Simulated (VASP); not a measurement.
Write the native input for VASP 6.6.1 that does the following.

```yaml
Task: single point
Functional: PBE
Potentials_or_basis: VASP PAW PBE potentials, release 64 (La, Nb_sv, N)
Cutoff: 520 eV
k_mesh: 4 × 4 × 4
Occupations: gaussian, width 0.1 eV
Spin: no spin polarisation
Dipole_correction: no
Further_INCAR_settings: ALGO = Normal; EDIFF = 1e-07; NBANDS = 35
```

The structure of LaNb2N3 lies in POSCAR:

```
LaNb2N3
1.0
    3.4981011838      0.0000000000      0.0000000000
    0.0000000000      3.4981011838      0.0000000000
    0.0000000000      0.0000000000      6.6107991491
La Nb N
1 2 3
Direct
    0.0000000000      0.0000000000      0.0000000000
    0.5000000000      0.5000000000      0.6694553664
    0.5000000000      0.5000000000      0.3305446336
    0.0000000000      0.0000000000      0.6090982808
    0.0000000000      0.0000000000      0.3909017192
    0.5000000000      0.5000000000      0.0000000000
```

The input as run:

INCAR

```
PREC = Accurate ; ENCUT = 520
EDIFF = 1E-7 ; ISMEAR = 0
SIGMA = 0.1 ; LREAL = F
LASPH = T ; NELM = 100
ALGO = Normal ; ISIF = 2
LWAVE = F ; LCHARG = T
GGA = PE ; LELF = T
LVHAR = T ; NBANDS = 35
```

KPOINTS

```
regular mesh
0
Gamma
  4 4 4
```

Potentials or basis: VASP PAW PBE potentials, release 64 (La, Nb_sv, N).

Command:

```bash
$ cat potpaw_PBE.64/La/POTCAR potpaw_PBE.64/Nb_sv/POTCAR potpaw_PBE.64/N/POTCAR > POTCAR
$ mpirun -np 1 vasp_std > vasp.out
```

Results of the run:

| Property | Result |
| --- | --- |
| Pressure | -0.2 GPa |
| Largest force | 0.085 eV/Å |
| Band gap on the k mesh | zero (band 26 reaches 12.67 eV, above the bottom of band 27 at 10.40 eV) |

Caveat: the k points lie up to 0.45 Å⁻¹ apart; spin-orbit coupling is left out, which moves the levels of the heavy elements.

Run time: 40 s on 1 thread of Intel(R) Xeon(R) 6975P-C (Granite Rapids), on a shared host, peak memory 0.22 GiB.
